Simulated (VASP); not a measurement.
Runs of VASP 6.6.1 on AgPdCl3. The structure is that of space group Pm-3m (No. 221), or close to it. The cells are those of the table. 

```csv
task,spin,cell,k mesh,cutoff (eV),gap on the mesh (eV),pressure (GPa),moment (μB)
single point,"collinear, ferromagnetic start","a = 5.000 Å, 5 atoms",4 × 4 × 4,520,none,0.0,(a)
relaxation of cell and atoms,off,"relaxed from a = 4.557, b = 4.557, c = 4.614 Å, 5 atoms",4 × 4 × 4,600,none,0.1,-
single point,"collinear, ferromagnetic start","a = 5.000 Å, 5 atoms",8 × 8 × 8,520,none,-0.2,0.94
single point,off,"a = 4.728 Å, 5 atoms",4 × 4 × 4,520,none,(b),-
```

Alike in all rows: level PBE; potentials or basis VASP PAW PBE potentials, release 64 (Ag, Pd, Cl); smearing gaussian 0.1 eV.

Task: Estimate the missing entries.

Result: (a) 0.93; (b) 9.4.

A k mesh can miss the band edges, and the runs leave out spin-orbit coupling on Ag, Pd.

A gap of «none» marks levels without a gap at the run's occupations.
